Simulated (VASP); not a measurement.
A run of VASP 6.6.1 is set up as follows.

The input INCAR:

```
PREC = Accurate
ENCUT = 520
EDIFF = 1E-6
ISMEAR = -1
SIGMA = 0.08
LREAL = False
LASPH = True
NELM = 80
ALGO = Normal
ISIF = 2
LWAVE = False
LCHARG = True
GGA = CA
LELF = True
LVHAR = True
NBANDS = 12
```

KPOINTS

```
regular mesh
0
Gamma
  18 18 18
```

The input POSCAR:

```
Ag
1.0
   -1.4181667849      1.4181667849      1.4181667849
    1.4181667849     -1.4181667849      1.4181667849
    1.4181667849      1.4181667849     -1.4181667849
Ag
1
Direct
    0.0000000000      0.0000000000      0.0000000000
```

Potentials or basis: VASP PAW LDA potentials, release 64 (Ag).

Run with:

```console
$ cat potpaw_LDA.64/Ag/POTCAR > POTCAR
$ mpirun -np 1 vasp_std > vasp.out
```

Q: Estimate the pressure.

A: 121.9 GPa.
